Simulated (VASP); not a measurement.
A run of VASP 6.6.1 is set up as follows.

The input INCAR:

```
SYSTEM = In
  ALGO = Fast
  EDIFF = 1E-6
  ENCUT = 520
  GGA = PE
  ISIF = 2
  ISMEAR = 0
  LASPH = .TRUE.
  LCHARG = .FALSE.
  LREAL = .FALSE.
  LWAVE = .FALSE.
  NBANDS = 34
  NELM = 60
  PREC = Accurate
  SIGMA = 0.1
```

The input KPOINTS:

```
k-points
0
G
  4 4 4
  0 0 0
```

POSCAR

```
In
1.0
   -3.0052735717      3.0052735717      3.0806094820
    3.0052735717     -3.0052735717      3.0806094820
    3.0052735717      3.0052735717     -3.0806094820
In
4
Direct
    0.8750000000      0.3691628550      0.9941628550
    0.3750000000      0.8808371450      0.0058371450
    0.6308371450      0.6250000000      0.5058371450
    0.1191628550      0.1250000000      0.4941628550
```

Potentials or basis: VASP PAW PBE potentials, release 64 (In_d).

Command:

```sh
$ cat potpaw_PBE.64/In_d/POTCAR > POTCAR
$ mpirun -np 1 vasp_std > vasp.out
```

Problem. What does it give for the pressure?

Solution. 0.2 GPa.

Problem. Estimate the largest force.

Solution. 0.026 eV/Å.

Problem. What does it give for the band gap on the k mesh?

Solution. Zero (bands 26 and 27 overlap by 3.35 eV).

Forces in eV/Å, atoms in the order of the input:
```
In   0.026  0.000  0.000
In  -0.026  0.000  0.000
In   0.000 -0.026  0.000
In   0.000  0.026  0.000
```

Caveat: the k points lie up to 0.37 Å⁻¹ apart, too coarse for converged energies and pressures of a metal; spin-orbit coupling is left out, which moves the levels of the heavy elements.
